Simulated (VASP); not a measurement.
# TiSi3O8 (Pmm2) in VASP: single point with r2SCAN

Aim: the single point of TiSi3O8 with r2SCAN.

All numbers are computed with VASP 6.6.1; they aren't measurements. Logs are shortened: lines on timing, memory, paths and dates and some standing lists are left out, and cuts for length are marked.

## 1. The cell of the first run

The structure is orthorhombic, space group Pmm2 (No. 25). The conventional cell has a = 2.886 Å, b = 6.262 Å, c = 6.869 Å, α = 90.00°, β = 90.00°, γ = 90.00°. Si (site symmetry mm2) has 4 O at 1.63 to 1.66 Å within 2.2 Å. Within 2.2 Å of Si (site symmetry m) lie 4 O at 1.62 to 1.79 Å. Within 2.2 Å of O (site symmetry mm2) lie 2 Si at 1.62 Å. Within 2.2 Å of O (site symmetry mm2) lie 2 Si at 1.66 Å. O (site symmetry m) has 2 Si at 1.64 Å within 2.2 Å. Within 2.2 Å of O (site symmetry m) lie 1 Si at 1.63 Å and 1 Ti at 1.88 Å. Within 2.4 Å of O (site symmetry mm2) lie 2 Si at 1.79 Å and 2 Ti at 2.30 Å. Within 2.4 Å of O (site symmetry mm2) lie 2 Ti at 1.80 Å.

## 2. Single point, r2SCAN

POSCAR reads:

```
TiSi3O8
1.0
    2.8858702152      0.0000000000      0.0000000000
    0.0000000000      6.2619437631      0.0000000000
    0.0000000000      0.0000000000      6.8694257133
Si O Ti
3 8 1
Direct
    0.0000000000      0.0000000000     -0.0145029504
    0.5000000000      0.2516940307      0.5387325297
    0.5000000000      0.7483059693      0.5387325297
    0.5000000000      0.0000000000      0.5946388324
    0.5000000000      0.0000000000      0.1046814415
    0.0000000000      0.2812229369      0.4279883288
    0.0000000000      0.2128084485      0.8500477804
    0.5000000000      0.5000000000      0.6681769184
    0.5000000000      0.5000000000      0.0845539587
    0.0000000000      0.7187770631      0.4279883288
    0.0000000000      0.7871915515      0.8500477804
    0.0000000000      0.5000000000     -0.0710854780
```

INCAR.step1 reads:

```
  PREC = Accurate
  ENCUT = 520
  ISMEAR = 0
  SIGMA = 0.01
  LREAL = False
  LASPH = True
  NELM = 60
  NBANDS = 48
  GGA = PE
  ALGO = Normal
  EDIFF = 1E-4
  LWAVE = True
  LCHARG = False
```

INCAR.step2 reads:

```
  PREC = Accurate
  ENCUT = 520
  EDIFF = 1E-6
  ISMEAR = 0
  SIGMA = 0.01
  LREAL = False
  LASPH = True
  NELM = 60
  ALGO = Normal
  ISIF = 2
  LWAVE = False
  LCHARG = False
  METAGGA = R2SCAN
  LMIXTAU = True
  NBANDS = 48
  ISTART = 1
```

KPOINTS reads:

```
regular mesh
0
Gamma
  8 4 4
```

Potentials or basis: VASP PAW PBE potentials, release 64 (Si, O, Ti_sv).

The run is started by

```sh
$ cat potpaw_PBE.64/Si/POTCAR potpaw_PBE.64/O/POTCAR potpaw_PBE.64/Ti_sv/POTCAR > POTCAR
$ cp INCAR.step1 INCAR
$ mpirun -np 1 vasp_std > vasp.out
$ cp INCAR.step2 INCAR
$ mpirun -np 1 vasp_std > vasp.out
```

OUTCAR:

```text
PREC = Accurate
   ENCUT = 520
   EDIFF = 1E-6
   ISMEAR = 0
   LREAL = False
   LASPH = True
   NELM = 60
   ISIF = 2
   METAGGA = R2SCAN
   ISTART = 1

 ion  position               nearest neighbor table
   1  0.000  0.000  0.985-   7 1.63  11 1.63   5 1.66   5 1.66
   2  0.500  0.252  0.539-   4 1.62   6 1.64   6 1.64   8 1.79   3 3.11
   3  0.500  0.748  0.539-   4 1.62  10 1.64  10 1.64   8 1.79   2 3.11
   4  0.500  0.000  0.595-   2 1.62   3 1.62
   5  0.500  0.000  0.105-   1 1.66   1 1.66
   6  0.000  0.281  0.428-   2 1.64   2 1.64
   7  0.000  0.213  0.850-   1 1.63  12 1.88
   8  0.500  0.500  0.668-   2 1.79   3 1.79  12 2.30  12 2.30
   9  0.500  0.500  0.085-  12 1.80  12 1.80
  10  0.000  0.719  0.428-   3 1.64   3 1.64
  11  0.000  0.787  0.850-   1 1.63  12 1.88
  12  0.000  0.500  0.929-   9 1.80   9 1.80  11 1.88   7 1.88   8 2.30   8 2.30

  LATTYP: Found a simple orthorhombic cell.
 ALAT       =     2.8858702152
 B/A-ratio  =     2.1698632635
 C/A-ratio  =     2.3803654361

  Lattice vectors:

 A1 = (   2.8858702152,   0.0000000000,   0.0000000000)
 A2 = (   0.0000000000,   6.2619437631,   0.0000000000)
 A3 = (   0.0000000000,   0.0000000000,   6.8694257133)

Analysis of symmetry for initial positions (statically):
=====================================================================
 Subroutine PRICEL returns:
 Original cell was already a primitive cell.

 Routine SETGRP: Setting up the symmetry group for a
 simple orthorhombic supercell.

 Subroutine GETGRP returns: Found  4 space group operations
 (whereof  4 operations were pure point group operations)
 out of a pool of  8 trial point group operations.

The static configuration has the point symmetry C_2v.

Analysis of symmetry for dynamics (positions and initial velocities):
=====================================================================
 Subroutine PRICEL returns:
 Original cell was already a primitive cell.

 Routine SETGRP: Setting up the symmetry group for a
 simple orthorhombic supercell.

 Subroutine GETGRP returns: Found  4 space group operations
 (whereof  4 operations were pure point group operations)
 out of a pool of  8 trial point group operations.

The dynamic configuration has the point symmetry C_2v.

 Subroutine INISYM returns: Found  4 space group operations
 (whereof  4 operations are pure point group operations),
 and found     1 'primitive' translations

----------------------------------------------------------------------------------------

                                     Primitive cell

  volume of cell :     124.1385

  direct lattice vectors                    reciprocal lattice vectors
     2.885870215  0.000000000  0.000000000     0.346515929  0.000000000  0.000000000
     0.000000000  6.261943763  0.000000000     0.000000000  0.159694823  0.000000000
     0.000000000  0.000000000  6.869425713     0.000000000  0.000000000  0.145572576

  length of vectors
     2.885870215  6.261943763  6.869425713     0.346515929  0.159694823  0.145572576

  position of ions in fractional coordinates (direct lattice)
     0.000000000  0.000000000  0.985497050
     0.500000000  0.251694031  0.538732530
     0.500000000  0.748305969  0.538732530
     0.500000000  0.000000000  0.594638832
     0.500000000  0.000000000  0.104681441
     0.000000000  0.281222937  0.427988329
     0.000000000  0.212808448  0.850047780
     0.500000000  0.500000000  0.668176918
     0.500000000  0.500000000  0.084553959
     0.000000000  0.718777063  0.427988329
     0.000000000  0.787191552  0.850047780
     0.000000000  0.500000000  0.928914522

  ion indices of the primitive-cell ions
   primitive index   ion index
                 1           1
                 2           2
                 3           3
                 4           4
                 5           5
                 6           6
                 7           7
                 8           8
                 9           9
                10          10
                11          11
                12          12

----------------------------------------------------------------------------------------

 KPOINTS: regular mesh

Automatic generation of k-mesh.
 Grid dimensions read from file:
 generate k-points for:    8    4    4

 Generating k-lattice:

  Cartesian coordinates                     Fractional coordinates (reciprocal lattice)
     0.043314491  0.000000000  0.000000000     0.125000000  0.000000000  0.000000000
     0.000000000  0.039923706  0.000000000     0.000000000  0.250000000  0.000000000
     0.000000000  0.000000000  0.036393144     0.000000000  0.000000000  0.250000000

  Length of vectors
     0.043314491  0.039923706  0.036393144

  Shift w.r.t. Gamma in fractional coordinates (k-lattice)
     0.000000000  0.000000000  0.000000000

 Subroutine IBZKPT returns following result:
 ===========================================

 Found     45 irreducible k-points:

 Following reciprocal coordinates:
            Coordinates               Weight
  0.000000  0.000000  0.000000      1.000000
  0.125000  0.000000  0.000000      2.000000
  0.250000  0.000000  0.000000      2.000000
  0.375000  0.000000  0.000000      2.000000
  0.500000  0.000000  0.000000      1.000000
  0.000000  0.250000  0.000000      2.000000
[... 16 lines left out ...]
  0.250000  0.250000  0.250000      8.000000
  0.375000  0.250000  0.250000      8.000000
 [... further k-points ...]
   k-points           NKPTS =     45   k-points in BZ     NKDIM =     45   number of bands    NBANDS=     48
   number of dos      NEDOS =    301   number of ions     NIONS =     12
   total plane-waves  NPLWV =  62208
   dimension x,y,z NGX =    24 NGY =   48 NGZ =   54
   dimension x,y,z NGXF=    48 NGYF=   96 NGZF=  108
   ions per type =               3   8   1
   NGX,Y,Z   is equivalent  to a cutoff of  13.83, 12.74, 13.07 a.u.
   NGXF,Y,Z  is equivalent  to a cutoff of  27.65, 25.49, 26.14 a.u.
 SYSTEM =  unknown system
   PREC   = accura    normal or accurate (medium, high low for compatibility)
   ISTART =      1    job   : 0-new  1-cont  2-samecut
   ICHARG =      0    charge: 1-file 2-atom 10-const
   ISPIN  =      1    spin polarized calculation?
   LNONCOLLINEAR =      F non collinear calculations
   LSORBIT =      F    spin-orbit coupling
   LASPH  =      T    aspherical Exc in radial PAW
   ENCUT  =  520.0 eV  38.22 Ry    6.18 a.u.   5.37 11.64 12.77*2*pi/ulx,y,z
   NELM   =     60;   NELMIN=  2; NELMDL=  0     # of ELM steps
   EDIFF  = 0.1E-05   stopping-criterion for ELM
   LREAL  =      F    real-space projection
   EDIFFG = 0.1E-04   stopping-criterion for IOM
   NSW    =      0    number of steps for IOM
   IBRION =     -1    ionic relax: 0-MD 1-quasi-New 2-CG
   NFREE  =      0    steps in history (QN), initial steepest desc. (CG)
   ISIF   =      2    stress and relaxation
   ISYM   =      2    0-nonsym 1-usesym 2-fastsym
   POTIM  = 0.5000    time-step for ionic-motion
   TEBEG  =    0.0;   TEEND  =   0.0 temperature during run
   PSTRESS=    0.0 pullay stress
   NELECT =      72.0000    total number of electrons
   NUPDOWN=      -1.0000    fix difference up-down
   EMIN   =  10.00;   EMAX   =-10.00  energy-range for DOS
   EFERMI =   0.00;   METHOD = LEGACY
   ISMEAR =     0;   SIGMA  =   0.01  broadening in eV -4-tet -1-fermi 0-gaus
   EFERMI_NEDOS =   21; number of points for ismear=-14 and -15
   IALGO  =     38    algorithm
   IMIX   =      4    mixing-type and parameters
     AMIX     =   0.40;   BMIX     =  1.00
     AMIX_MAG =   1.60;   BMIX_MAG =  1.00
  volume/ion in A,a.u.               =      10.34        69.81
  Fermi-wavevector in a.u.,A,eV,Ry     =   1.365265  2.579976 25.360549  1.863948
  Thomas-Fermi vector in A             =   2.491508
   LORBIT       =      0    0 simple, 1 ext, 2 COOP (PROOUT), +10 PAW based schemes
   METAGGA = R2SCAN    functional components
   LHFCALC =     F    Hartree Fock is set to
   AEXX    =    0.0000 exact exchange contribution
   IVDW    =     0    specifies the selected vdW correction
   LEPSILON=     F    determine dielectric tensor
   LRPA    =     F    only Hartree local field effects (RPA)
 non-spin polarized calculation
 Gauss-broadening in eV      SIGMA  =   0.01
  energy-cutoff  :      520.00
  volume of cell :      124.14
 maximum number of plane-waves:      3368
 NGX is ok and might be reduce to    24
   NGX = 11   NGY = 23   NGZ = 25

 number of electron      72.0000015 magnetization

 Free energy of the ion-electron system (eV)
  ---------------------------------------------------
  ext. energy  EPLUGINS =         0.00000000
  ---------------------------------------------------
  free energy    TOTEN  =      -120.76768984 eV

  energy without entropy =     -120.76768984  energy(sigma->0) =     -120.76768984

 E-fermi :   3.8460     XC(G=0): -11.2922

 val. band max:        3.6289039341   @ k =   0.3750   0.5000   0.0000
 cond. band min:       7.3937072148   @ k =   0.3750   0.5000   0.0000
 fundamental gap:      3.7648032807
 Fermi energy:         3.8459649010

 k-point     1 :       0.0000    0.0000    0.0000
  band No.  band energies     occupation
      1     -54.6394      2.00000
      2     -29.9769      2.00000
      3     -29.8925      2.00000
      4     -29.6829      2.00000
      5     -17.6366      2.00000
      6     -16.6875      2.00000
[... 40 lines left out ...]
     47      13.8837      0.00000
     48      14.9467      0.00000

 k-point     2 :       0.1250    0.0000    0.0000
  band No.  band energies     occupation
      1     -54.6310      2.00000
      2     -29.9720      2.00000
      3     -29.8854      2.00000
      4     -29.7651      2.00000
      5     -17.4917      2.00000
      6     -16.5663      2.00000
[... 40 lines left out ...]
     47      14.1607      0.00000
     48      15.1476      0.00000

 k-point     3 :       0.2500    0.0000    0.0000
  band No.  band energies     occupation
      1     -54.6105      2.00000
      2     -30.0501      2.00000
      3     -29.8682      2.00000
      4     -29.8680      2.00000
      5     -17.0849      2.00000
      6     -16.2349      2.00000
[... 40 lines left out ...]
     47      14.1710      0.00000
     48      14.9754      0.00000

 k-point     4 :       0.3750    0.0000    0.0000
  band No.  band energies     occupation
      1     -54.5899      2.00000
      2     -30.2395      2.00000
      3     -29.8519      2.00000
      4     -29.8510      2.00000
      5     -16.5037      2.00000
      6     -15.7956      2.00000
[... 958 lines left out ...]
     47      14.1993      0.00000
     48      14.6740      0.00000

 k-point    23 :       0.2500    0.2500    0.2500
  band No.  band energies     occupation
      1     -54.6105      2.00000
      2     -30.0501      2.00000
      3     -29.8685      2.00000
      4     -29.8680      2.00000
      5     -16.9675      2.00000
      6     -16.2824      2.00000
[... 40 lines left out ...]
     47      14.3972      0.00000
     48      14.6548      0.00000

 k-point    24 :       0.3750    0.2500    0.2500
  band No.  band energies     occupation
      1     -54.5899      2.00000
      2     -30.2395      2.00000
      3     -29.8519      2.00000
      4     -29.8513      2.00000
      5     -16.4160      2.00000
      6     -15.8548      2.00000
[... 40 lines left out ...]
     47      14.5037      0.00000
     48      14.8384      0.00000

 [... further k-points ...]
[... 5 lines left out ...]
  --------------------------------------------------------------------------------------
  -------------------------------------------------------------------------------------
  Total        0.7394434      0.5508838      0.1069170      0.0000000      0.0000000      0.0000000
  in kB        9.5435325      7.1099116      1.3799101      0.0000000      0.0000000      0.0000000
  external PRESSURE =       6.0111181 kB  Pullay stress =       0.0000000 kB

 VOLUME and BASIS-vectors are now :
 -----------------------------------------------------------------------------
  energy-cutoff  :      520.00
  volume of cell :      124.14
      direct lattice vectors                 reciprocal lattice vectors
     2.885870215  0.000000000  0.000000000     0.346515929  0.000000000  0.000000000
     0.000000000  6.261943763  0.000000000     0.000000000  0.159694823  0.000000000
     0.000000000  0.000000000  6.869425713     0.000000000  0.000000000  0.145572576

 POSITION                                       TOTAL-FORCE (eV/Angst)
 -----------------------------------------------------------------------------------
      0.00000      0.00000      6.76980        -0.000000     -0.000000      0.051467
      1.44294      1.57609      3.70078         0.000000      0.008652     -0.006991
      1.44294      4.68585      3.70078        -0.000000     -0.008652     -0.006991
      1.44294      0.00000      4.08483        -0.000000     -0.000000      0.020219
      1.44294      0.00000      0.71910        -0.000000     -0.000000      0.017999
      0.00000      1.76100      2.94003        -0.000000      0.012921     -0.016501
      0.00000      1.33259      5.83934        -0.000000     -0.021795     -0.048620
      1.44294      3.13097      4.58999        -0.000000     -0.000000      0.024153
      1.44294      3.13097      0.58084        -0.000000     -0.000000      0.182402
      0.00000      4.50094      2.94003         0.000000     -0.012921     -0.016501
      0.00000      4.92935      5.83934        -0.000000      0.021795     -0.048620
      0.00000      3.13097      6.38111        -0.000000     -0.000000     -0.152015
 -----------------------------------------------------------------------------------
    total drift:                                0.000000      0.000000      0.002393

  FREE ENERGIE OF THE ION-ELECTRON SYSTEM (eV)
  ---------------------------------------------------
  free  energy   TOTEN  =      -120.7676898394 eV

  energy  without entropy=     -120.7676898394  energy(sigma->0) =     -120.76768984
```

It took 11 min on 1 thread of AMD EPYC 9R45 (Zen 5), shared host; peak memory 0.36 GiB.

What came out:

```yaml
Free_energy: -120.7677 eV
Pressure: 0.6 GPa
Largest_force: 0.182 eV/Å
Band_gap_on_the_k_mesh: 3.76 eV
```

Forces in eV/Å, atoms in the order of the input:
```
Si   0.000  0.000  0.051
Si   0.000  0.009 -0.007
Si   0.000 -0.009 -0.007
O    0.000  0.000  0.020
O    0.000  0.000  0.018
O    0.000  0.013 -0.017
O    0.000 -0.022 -0.049
O    0.000  0.000  0.024
O    0.000  0.000  0.182
O    0.000 -0.013 -0.017
O    0.000  0.022 -0.049
Ti   0.000  0.000 -0.152
```

Stress tensor (GPa, compression positive):
```
0.95 0.00 0.00
0.00 0.71 0.00
0.00 0.00 0.14
```

Caveat: the PAW data sets were made with another functional, which shifts forces and pressure a little. A k mesh can miss the band edges.
